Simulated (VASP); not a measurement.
# Sb (Fm-3m) in VASP: further runs

The runs below take Sb through single point, with RPBE+D3(BJ), PBEsol+D3(BJ), PBE.

All numbers are computed with VASP 6.6.1; they aren't measurements. Logs are shortened: lines on timing, memory, paths and dates and some standing lists are left out, and cuts for length are marked.

## Step 1: The cell of the first run

Symmetry: Fm-3m, No. 225, cubic system. Conventional cell: a = 4.305 Å, b = 4.305 Å, c = 4.305 Å, α = 90.00°, β = 90.00°, γ = 90.00°. Sb (site symmetry m-3m) has 12 Sb at 3.04 Å within 4.0 Å.

## Step 2: Single point, RPBE+D3(BJ)

Contents of INCAR:

```
SYSTEM = Sb
PREC = Accurate
ENCUT = 520
EDIFF = 1E-7
ISMEAR = -1
SIGMA = 0.05
LREAL = .False.
LASPH = .True.
NELM = 60
ALGO = Normal
ISIF = 2
LWAVE = .False.
LCHARG = .False.
GGA = RP
IVDW = 12
NBANDS = 8
```

Contents of KPOINTS:

```
regular mesh
0
Gamma
  10 10 10
  0 0 0
```

Contents of POSCAR:

```
Sb
1.0
    0.0000000000      2.1524444061      2.1524444061
    2.1524444061      0.0000000000      2.1524444061
    2.1524444061      2.1524444061      0.0000000000
Sb
1
Direct
    0.0000000000      0.0000000000      0.0000000000
```

Potentials or basis: VASP PAW PBE potentials, release 64 (Sb).

Launch:

```console
$ cat potpaw_PBE.64/Sb/POTCAR > POTCAR
$ mpirun -np 1 vasp_std > vasp.out
```

OUTCAR:

```text
SYSTEM = Sb
   PREC = Accurate
   ENCUT = 520
   EDIFF = 1E-7
   ISMEAR = -1
   LREAL = .False.
   LASPH = .True.
   NELM = 60
   ISIF = 2
   GGA = RP
   IVDW = 12
 IVDW          = 12

 ion  position               nearest neighbor table
   1  0.000  0.000  0.000-

  LATTYP: Found a face centered cubic cell.
 ALAT       =     4.3048888122

  Lattice vectors:

 A1 = (   0.0000000000,   2.1524444061,   2.1524444061)
 A2 = (   2.1524444061,   0.0000000000,   2.1524444061)
 A3 = (   2.1524444061,   2.1524444061,   0.0000000000)

Analysis of symmetry for initial positions (statically):
=====================================================================
 Subroutine PRICEL returns:
 Original cell was already a primitive cell.

 Routine SETGRP: Setting up the symmetry group for a
 face centered cubic supercell.

 Subroutine GETGRP returns: Found 48 space group operations
[... 9 lines left out ...]

 Routine SETGRP: Setting up the symmetry group for a
 face centered cubic supercell.

 Subroutine GETGRP returns: Found 48 space group operations
[... 11 lines left out ...]
                                     Primitive cell

  volume of cell :      19.9446

  direct lattice vectors                    reciprocal lattice vectors
     0.000000000  2.152444406  2.152444406    -0.232294037  0.232294037  0.232294037
     2.152444406  0.000000000  2.152444406     0.232294037 -0.232294037  0.232294037
     2.152444406  2.152444406  0.000000000     0.232294037  0.232294037 -0.232294037

  length of vectors
     3.044016071  3.044016071  3.044016071     0.402345074  0.402345074  0.402345074

  position of ions in fractional coordinates (direct lattice)
     0.000000000  0.000000000  0.000000000

  ion indices of the primitive-cell ions
   primitive index   ion index
                 1           1

----------------------------------------------------------------------------------------

 KPOINTS: regular mesh

Automatic generation of k-mesh.
 Grid dimensions read from file:
 generate k-points for:   10   10   10

 Generating k-lattice:

  Cartesian coordinates                     Fractional coordinates (reciprocal lattice)
    -0.023229404  0.023229404  0.023229404     0.100000000  0.000000000  0.000000000
     0.023229404 -0.023229404  0.023229404     0.000000000  0.100000000  0.000000000
     0.023229404  0.023229404 -0.023229404     0.000000000  0.000000000  0.100000000

  Length of vectors
     0.040234507  0.040234507  0.040234507

  Shift w.r.t. Gamma in fractional coordinates (k-lattice)
     0.000000000  0.000000000  0.000000000

 Subroutine IBZKPT returns following result:
 ===========================================

 Found     47 irreducible k-points:

 Following reciprocal coordinates:
            Coordinates               Weight
  0.000000  0.000000  0.000000      1.000000
  0.100000  0.000000  0.000000      8.000000
  0.200000  0.000000  0.000000      8.000000
  0.300000  0.000000  0.000000      8.000000
  0.400000  0.000000  0.000000      8.000000
  0.500000  0.000000  0.000000      4.000000
[... 16 lines left out ...]
  0.300000  0.300000  0.000000      6.000000
  0.400000  0.300000  0.000000     24.000000
 [... further k-points ...]
   k-points           NKPTS =     47   k-points in BZ     NKDIM =     47   number of bands    NBANDS=      8
   number of dos      NEDOS =    301   number of ions     NIONS =      1
   total plane-waves  NPLWV =  13824
   dimension x,y,z NGX =    24 NGY =   24 NGZ =   24
   dimension x,y,z NGXF=    48 NGYF=   48 NGZF=   48
   ions per type =               1
   NGX,Y,Z   is equivalent  to a cutoff of  13.11, 13.11, 13.11 a.u.
   NGXF,Y,Z  is equivalent  to a cutoff of  26.21, 26.21, 26.21 a.u.
 SYSTEM =  Sb
   PREC   = accura    normal or accurate (medium, high low for compatibility)
   ISTART =      0    job   : 0-new  1-cont  2-samecut
   ICHARG =      2    charge: 1-file 2-atom 10-const
   ISPIN  =      1    spin polarized calculation?
   LNONCOLLINEAR =      F non collinear calculations
   LSORBIT =      F    spin-orbit coupling
   LASPH  =      T    aspherical Exc in radial PAW
   ENCUT  =  520.0 eV  38.22 Ry    6.18 a.u.   5.66  5.66  5.66*2*pi/ulx,y,z
   NELM   =     60;   NELMIN=  2; NELMDL= -5     # of ELM steps
   EDIFF  = 0.1E-06   stopping-criterion for ELM
   LREAL  =      F    real-space projection
   EDIFFG = 0.1E-05   stopping-criterion for IOM
   NSW    =      0    number of steps for IOM
   IBRION =     -1    ionic relax: 0-MD 1-quasi-New 2-CG
   NFREE  =      0    steps in history (QN), initial steepest desc. (CG)
   ISIF   =      2    stress and relaxation
   ISYM   =      2    0-nonsym 1-usesym 2-fastsym
   POTIM  = 0.5000    time-step for ionic-motion
   TEBEG  =    0.0;   TEEND  =   0.0 temperature during run
   PSTRESS=    0.0 pullay stress
   NELECT =       5.0000    total number of electrons
   NUPDOWN=      -1.0000    fix difference up-down
   EMIN   =  10.00;   EMAX   =-10.00  energy-range for DOS
   EFERMI =   0.00;   METHOD = LEGACY
   ISMEAR =    -1;   SIGMA  =   0.05  broadening in eV -4-tet -1-fermi 0-gaus
   EFERMI_NEDOS =   21; number of points for ismear=-14 and -15
   IALGO  =     38    algorithm
   IMIX   =      4    mixing-type and parameters
     AMIX     =   0.40;   BMIX     =  1.00
     AMIX_MAG =   1.60;   BMIX_MAG =  1.00
  volume/ion in A,a.u.               =      19.94       134.59
  Fermi-wavevector in a.u.,A,eV,Ry     =   1.032261  1.950691 14.497864  1.065563
  Thomas-Fermi vector in A             =   2.166450
   LORBIT       =      0    0 simple, 1 ext, 2 COOP (PROOUT), +10 PAW based schemes
   GGA     = RP    functional components
   LHFCALC =     F    Hartree Fock is set to
   AEXX    =    0.0000 exact exchange contribution
   IVDW    =    12    specifies the selected vdW correction
   LEPSILON=     F    determine dielectric tensor
   LRPA    =     F    only Hartree local field effects (RPA)
 non-spin polarized calculation
  energy-cutoff  :      520.00
  volume of cell :       19.94
 maximum number of plane-waves:       548
   NGX = 11   NGY = 11   NGZ = 11

 number of electron       5.0000000 magnetization

 Free energy of the ion-electron system (eV)
  ---------------------------------------------------
  ext. energy  EPLUGINS =         0.00000000
  ---------------------------------------------------
  free energy    TOTEN  =        -2.70943678 eV

  energy without entropy =       -2.70712590  energy(sigma->0) =       -2.70828134

 E-fermi :  13.1163     XC(G=0): -11.5790

 val. band max:       12.8733866085   @ k =  -0.2000   0.2000   0.0000
 cond. band min:      13.2019738291   @ k =  -0.2000   0.1000   0.0000
 fundamental gap:      0.3285872206
 Fermi energy:        13.1163013248

 k-point     1 :       0.0000    0.0000    0.0000
  band No.  band energies     occupation
      1      -2.5775      2.00000
      2      20.9728      0.00000
      3      20.9728      0.00000
      4      20.9728      0.00000
      5      23.0646      0.00000
      6      24.0949      0.00000
      7      24.0949      0.00000
      8      24.0949      0.00000

 k-point     2 :       0.1000    0.0000    0.0000
  band No.  band energies     occupation
      1      -2.3185      2.00000
      2      18.2982      0.00000
      3      20.4945      0.00000
      4      20.4945      0.00000
      5      22.5054      0.00000
      6      24.8077      0.00000
      7      24.8077      0.00000
      8      26.5833      0.00000

 k-point     3 :       0.2000    0.0000    0.0000
  band No.  band energies     occupation
      1      -1.5410      2.00000
      2      14.3122      0.00000
      3      19.6802      0.00000
      4      19.6802      0.00000
      5      22.3320      0.00000
      6      25.3186      0.00000
      7      25.3186      0.00000
      8      26.5556      0.00000

 k-point     4 :       0.3000    0.0000    0.0000
  band No.  band energies     occupation
      1      -0.2473      2.00000
      2      10.5271      2.00000
      3      18.9944      0.00000
      4      18.9944      0.00000
      5      22.2843      0.00000
      6      24.1169      0.00000
      7      24.1169      0.00000
      8      25.0605      0.00000

 k-point     5 :       0.4000    0.0000    0.0000
  band No.  band energies     occupation
      1       1.5266      2.00000
      2       7.2038      2.00000
      3      18.5547      0.00000
      4      18.5547      0.00000
      5      22.3790      0.00000
      6      23.2841      0.00000
      7      23.2841      0.00000
      8      23.9893      0.00000

 k-point     6 :       0.5000    0.0000    0.0000
  band No.  band energies     occupation
      1       3.1119      2.00000
      2       5.0941      2.00000
      3      18.4036      0.00000
      4      18.4036      0.00000
      5      22.4948      0.00000
      6      22.9987      0.00000
      7      22.9987      0.00000
      8      23.5435      0.00000

 k-point     7 :       0.1000    0.1000    0.0000
  band No.  band energies     occupation
      1      -2.2322      2.00000
      2      19.2558      0.00000
      3      19.2558      0.00000
      4      19.9038      0.00000
      5      21.3222      0.00000
      6      25.2349      0.00000
      7      26.0113      0.00000
      8      26.0113      0.00000
[... 133 lines left out ...]
 k-point    20 :      -0.4000    0.2000    0.0000
  band No.  band energies     occupation
      1       3.6630      2.00000
      2       6.4147      2.00000
      3      12.8332      1.99307
      4      16.7122      0.00000
      5      19.8471      0.00000
      6      25.7314      0.00000
      7      26.6157      0.00000
      8      29.6409      0.00000

 k-point    21 :      -0.3000    0.2000    0.0000
  band No.  band energies     occupation
      1       1.7939      2.00000
      2       9.1364      2.00000
      3      12.4753      1.99999
      4      17.9367      0.00000
      5      20.7796      0.00000
      6      25.4405      0.00000
      7      26.0525      0.00000
      8      27.7435      0.00000

 k-point    22 :      -0.2000    0.2000    0.0000
  band No.  band energies     occupation
      1       0.1831      2.00000
      2      12.3147      2.00000
      3      12.8734      1.98459
      4      19.4631      0.00000
      5      22.1370      0.00000
      6      25.1354      0.00000
      7      25.4165      0.00000
      8      25.6068      0.00000

 k-point    23 :       0.3000    0.3000    0.0000
  band No.  band energies     occupation
      1       0.5348      2.00000
      2      13.7303      0.00001
      3      15.0946      0.00000
      4      15.0946      0.00000
      5      18.5033      0.00000
      6      19.0312      0.00000
      7      30.4753      0.00000
      8      31.1160      0.00000

 k-point    24 :       0.4000    0.3000    0.0000
  band No.  band energies     occupation
      1       1.8248      2.00000
      2      11.3777      2.00000
      3      13.2041      0.29441
      4      14.5978      0.00000
      5      18.3788      0.00000
      6      20.1526      0.00000
      7      29.7815      0.00000
      8      31.1291      0.00000

 [... further k-points ...]

------------------------ aborting loop because EDIFF is reached ----------------------------------------

 Edisp (eV)   -3.84991

 E8    (eV) :    -2.6155

  FORCE on cell =-STRESS in cart. coord.  units (eV):
  Direction    XX          YY          ZZ          XY          YZ          ZX
  --------------------------------------------------------------------------------------
  -------------------------------------------------------------------------------------
  Total      -0.00765    -0.00765    -0.00765    -0.00000     0.00000    -0.00000
  in kB      -0.61482    -0.61482    -0.61482    -0.00000     0.00000    -0.00000
  external pressure =       -0.61 kB  Pullay stress =        0.00 kB

 VOLUME and BASIS-vectors are now :
 -----------------------------------------------------------------------------
  energy-cutoff  :      520.00
  volume of cell :       19.94
      direct lattice vectors                 reciprocal lattice vectors
     0.000000000  2.152444406  2.152444406    -0.232294037  0.232294037  0.232294037
     2.152444406  0.000000000  2.152444406     0.232294037 -0.232294037  0.232294037
     2.152444406  2.152444406  0.000000000     0.232294037  0.232294037 -0.232294037

 POSITION                                       TOTAL-FORCE (eV/Angst)
 -----------------------------------------------------------------------------------
      0.00000      0.00000      0.00000         0.000000      0.000000      0.000000
 -----------------------------------------------------------------------------------
    total drift:                                0.000000     -0.000000     -0.000000

  FREE ENERGIE OF THE ION-ELECTRON SYSTEM (eV)
  ---------------------------------------------------
  free  energy   TOTEN  =        -6.5593446910 eV

  energy  without entropy=       -6.5570338192  energy(sigma->0) =       -6.55818926
```

Run time: 6.8 s. Hardware: 1 thread of AMD EPYC 7R43 (Zen 3), shared host; peak memory 0.11 GiB.

What came out:

```
Free energy                : -6.5593 eV
Pressure                   : -0.1 GPa
Dispersion energy per atom : -3.850 eV
```

Levels at points of the mesh, in eV from the Fermi level:
| k point | band 1 | band 2 | band 3 | band 4 | band 5 |
| --- | --- | --- | --- | --- | --- |
| (0.00, 0.00, 0.00) | -15.69 | 7.86 | 7.86 | 7.86 | 9.95 |
| (0.50, 0.00, 0.00) | -10.00 | -8.02 | 5.29 | 5.29 | 9.38 |
| (0.50, 0.50, 0.00) | -7.38 | -6.77 | 0.41 | 0.41 | 4.47 |

Caveat: the PAW data sets were made with another functional, which shifts forces and pressure a little; spin-orbit coupling is left out, which moves the levels of the heavy elements; pairwise dispersion overbinds metals, which lowers pressure and volume.

## Step 3: Single point, PBEsol+D3(BJ)

This run uses another cell than the first one, of 24.82 Å³/atom, 1.244 times its volume.

Contents of INCAR:

```
  PREC = Accurate
  ENCUT = 520
  EDIFF = 1E-6
  ISMEAR = -1
  SIGMA = 0.05
  LREAL = F
  LASPH = T
  NELM = 80
  ALGO = Normal
  ISIF = 2
  LWAVE = F
  LCHARG = F
  GGA = PS
  IVDW = 12
  NBANDS = 8
```

Contents of KPOINTS:

```
Automatic mesh
0
Gamma
  10 10 10
```

Contents of POSCAR:

```
Sb
1.0
    0.0000000000      2.3151951170      2.3151951170
    2.3151951170      0.0000000000      2.3151951170
    2.3151951170      2.3151951170      0.0000000000
Sb
1
Direct
    0.0000000000      0.0000000000      0.0000000000
```

Potentials or basis: VASP PAW PBE potentials, release 64 (Sb).

Launch:

```console
$ cat potpaw_PBE.64/Sb/POTCAR > POTCAR
$ mpirun -np 1 vasp_std > vasp.out
```

Wall time 5.7 s (1 thread of AMD EPYC 7R43 (Zen 3), shared host); peak memory 0.11 GiB.

It converged, with:

| Item | Value |
| --- | --- |
| Free energy | -4.8366 eV |
| Pressure | 0.0 GPa |
| Dispersion energy per atom | -0.552 eV |

Levels at points of the mesh, in eV from the Fermi level:
```tsv
k point	band 1	band 2	band 3	band 4	band 5	band 6
(0.00, 0.00, 0.00)	-13.57	5.97	5.97	5.97	10.28	10.30
(0.50, 0.00, 0.00)	-9.35	-6.33	4.07	4.07	8.77	9.37
(0.50, 0.50, 0.00)	-7.48	-5.35	0.42	0.42	4.25	4.62
```

Caveat: the PAW data sets were made with another functional, which shifts forces and pressure a little; spin-orbit coupling is left out, which moves the levels of the heavy elements; pairwise dispersion overbinds metals, which lowers pressure and volume.

(Part 1 of 2 ends here.)
